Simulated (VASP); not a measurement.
Here is a VASP 6.6.1 calculation.

File INCAR:

```
SYSTEM = CO2
PREC = Accurate
ENCUT = 520
EDIFF = 1E-7
ISMEAR = -1
SIGMA = 0.02
LREAL = Auto
LASPH = .True.
NELM = 80
ALGO = Normal
ISIF = 2
LWAVE = .False.
LCHARG = .True.
GGA = PE
IVDW = 12
LELF = .True.
LVHAR = .True.
NBANDS = 63
```

The input KPOINTS:

```
Automatic mesh
0
Gamma
  1 1 1
  0 0 0
```

File POSCAR:

```
CO2
1.0
    7.3434200000      0.0000000000      0.0000000000
    0.0000000000      7.3434200000      0.0000000000
    0.0000000000      0.0000000000      7.3434200000
C O
6 12
Direct
    0.3804766716      0.6094435563      0.9115371312
    1.0708225868      0.4489461314      0.5495668231
    0.8230361330      0.9696980426     -0.0063185818
    0.9209741510      0.0155785724      0.4523369220
    0.3533094934      0.1734069412      0.8908383287
    0.5952403648      0.4713199027      0.4464404869
    0.3016986636      0.7171454173      0.8234855149
    0.4715377848      0.5015510484      0.9699023071
    0.9624262265      0.4370170847      0.6642136770
    1.1646480795      0.4868167693      0.4265587424
    0.7515163235      0.8804344570      0.0971890482
    0.8868483622      1.0700872346     -0.1160630878
    0.8328952995     -0.0438215436      0.5731117109
    1.0213224901      0.0845655022      0.3464462063
    0.3515528187      0.1248328436      1.0490616089
    0.3664913623      0.2092757870      0.7386204248
    0.5185867076      0.5845777580      0.5237069376
    0.6724251098      0.3858828720      0.3259108154
```

Potentials or basis: VASP PAW PBE potentials, release 64 (C, O).

Run with:

```console
$ cat potpaw_PBE.64/C/POTCAR potpaw_PBE.64/O/POTCAR > POTCAR
$ mpirun -np 1 vasp_gam > vasp.out
```

Q: Estimate the dispersion energy per atom.

A: -0.045 eV.

Q: Estimate the pressure.

A: 1.5 GPa.

Q: Estimate the largest force.

A: 6.397 eV/Å.

Stress tensor (GPa, compression positive):
```
 1.60 -0.67  0.12
-0.67  2.24 -1.25
 0.12 -1.25  0.79
```

Caveat: the k points lie up to 0.86 Å⁻¹ apart.
